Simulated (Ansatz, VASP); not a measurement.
Two plane-wave programs on N

The input INCAR:

```
SYSTEM = N
PREC = Accurate
ENCUT = 520
EDIFF = 1E-7
ISMEAR = -1
SIGMA = 0.02
LREAL = .FALSE.
LASPH = .TRUE.
NELM = 80
ALGO = Normal
ISIF = 2
LWAVE = .FALSE.
LCHARG = .TRUE.
GGA = PE
LELF = .TRUE.
LVHAR = .TRUE.
NBANDS = 30
```

File KPOINTS:

```
Automatic mesh
0
G
  6 6 6
  0 0 0
```

POSCAR

```
N
1.0
    5.4724804551      0.0000000000      0.0000000000
    0.0000000000      5.4724804551      0.0000000000
    0.0000000000      0.0000000000      5.4724804551
N
8
Direct
    0.0577722265      0.0577722265      0.0577722265
    0.4422277735      0.9422277735      0.5577722265
    0.5577722265      0.4422277735      0.9422277735
    0.9422277735      0.5577722265      0.4422277735
    0.9424410406      0.9424410406      0.9424410406
    0.5575589594      0.0575589594      0.4424410406
    0.4424410406      0.5575589594      0.0575589594
    0.0575589594      0.4424410406      0.5575589594
```

Input for Ansatz:

```yaml
crystal:
  lattice:
    - [5.4724804551, 0.0, 0.0]
    - [0.0, 5.4724804551, 0.0]
    - [0.0, 0.0, 5.4724804551]
  atoms:
    - { symbol: "N", position: [0.0577722265, 0.0577722265, 0.0577722265] }
    - { symbol: "N", position: [0.4422277735, 0.9422277735, 0.5577722265] }
    - { symbol: "N", position: [0.5577722265, 0.4422277735, 0.9422277735] }
    - { symbol: "N", position: [0.9422277735, 0.5577722265, 0.4422277735] }
    - { symbol: "N", position: [0.9424410406, 0.9424410406, 0.9424410406] }
    - { symbol: "N", position: [0.5575589594, 0.0575589594, 0.4424410406] }
    - { symbol: "N", position: [0.4424410406, 0.5575589594, 0.0575589594] }
    - { symbol: "N", position: [0.0575589594, 0.4424410406, 0.5575589594] }
kpoints:
  mp_grid: { grid: [6, 6, 6] }
  band_path:
    path:
      - [[0.0, 0.0, 0.0], [6.086604268506e-50, 0.5, -6.569359651445e-34], [0.5, 0.5, 1.40771992531e-33], [0.0, 0.0, 0.0], [0.5, 0.5, 0.5], [6.086604268506e-50, 0.5, -6.569359651445e-34]]
      - [[0.5, 0.5, 0.5], [0.5, 0.5, 1.40771992531e-33], [0.5, -2.416585871782e-33, 2.064655890454e-33]]
    npoints: 10
hamiltonian:
  xc: pbe
scf:
  occupations: { method: fermi_dirac, width: 0.02 }
  n_extra_bands: 6
output:
  forces: true
  stress: true
  eigenvalues: true
```

Alike in both runs: task single point; functional PBE; k mesh 6 × 6 × 6; occupations fermi-dirac, width 0.02 eV; no spin polarisation.

|  | VASP | Ansatz |
| --- | --- | --- |
| version | VASP 6.6.1 | Ansatz 0.2.0 |
| potentials or method | VASP PAW PBE potentials, release 64 (N) | plane waves, PAW |
| plane-wave cutoff (eV) | 520 | 420 |
| valence electrons in the cell | 40 | 40 |

```tsv
	VASP	Ansatz	Ansatz less VASP
gap on the k mesh at the Fermi level (eV)	7.30	7.34	+0.047
pressure (GPa)	5.2	2.7	-2.51
rms of the force components (eV/Å)	1.795	0.666	-1.1299
```

Atom by atom the forces differ by 1.130 eV/Å (rms over components). One of these differences is far larger than is usual between the two programs; its cause wasn't traced.

Noted on VASP's run: the standard files for N, O and F lose accuracy on very short bonds.
